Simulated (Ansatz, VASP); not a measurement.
Two plane-wave programs on Sb

File INCAR:

```
SYSTEM = Sb
  PREC = Accurate
  ENCUT = 600
  EDIFF = 1E-6
  ISMEAR = 0
  SIGMA = 0.1
  LREAL = .False.
  LASPH = .True.
  NELM = 60
  ALGO = Normal
  ISIF = 3
  LWAVE = .False.
  LCHARG = .False.
  GGA = PE
  IBRION = 2
  NSW = 90
  EDIFFG = -0.04
```

The input KPOINTS:

```
regular mesh
0
Gamma
  4 4 4
  0 0 0
```

The input POSCAR:

```
Sb
1.0
   -2.7911526100      2.7911526100      2.7911526100
    2.7911526100     -2.7911526100      2.7911526100
    2.7911526100      2.7911526100     -2.7911526100
Sb
3
Direct
    0.0000000000      0.5000000000      0.5000000000
    0.5000000000      0.0000000000      0.5000000000
    0.5000000000      0.5000000000      0.0000000000
```

Input for Ansatz:

```yaml
crystal:
  lattice:
    - [-2.79115261, 2.79115261, 2.79115261]
    - [2.79115261, -2.79115261, 2.79115261]
    - [2.79115261, 2.79115261, -2.79115261]
  atoms:
    - { symbol: Sb, position: [0.0, 0.5, 0.5] }
    - { symbol: Sb, position: [0.5, 0.0, 0.5] }
    - { symbol: Sb, position: [0.5, 0.5, 0.0] }
basis:
  ecutwfc: 420
kpoints:
  mp_grid: { grid: [4, 4, 4] }
hamiltonian:
  xc: pbe
scf:
  occupations: { method: gaussian, width: 0.1 }
  lower_state_search: "off"
output:
  forces: true
  stress: true
  eigenvalues: true
relax:
  adjacent_minimum: "off"
  f_tol: 0.04
  max_steps: 70
  cell: { stress_tol: 0.4 }
```

Alike in both runs: task relaxation of cell and atoms; functional PBE; k mesh 4 × 4 × 4; occupations gaussian, width 0.1 eV; no spin polarisation.

|  | VASP | Ansatz |
| --- | --- | --- |
| version | VASP 6.6.1 | Ansatz 0.2.0 |
| potentials or method | VASP PAW PBE potentials, release 64 (Sb), cutoff 600 eV | scalar-relativistic, plane waves, PAW |
| valence electrons in the cell | 15 | 45 |

```tsv
	VASP	Ansatz	Ansatz less VASP
gap on the k mesh at the Fermi level, each at its own relaxed structure (eV)	none	none	-
relaxed volume (Å³/atom)	35.03	34.99	-0.043
relaxed cell length with the largest relative difference (Å)	5.149	5.147	-0.0021
```

A gap of «none» marks a metal or a gap that the smearing closes. VASP's potentials hold 15 valence electrons a cell and Ansatz's 45, so a difference there can come from the potentials and not from the codes.

The k mesh is coarse, so the values compare programs but aren't converged. Neither program's run includes spin-orbit coupling. Noted on VASP's run: the volume moved by over 15 % at a fixed basis, so the end points are rough.
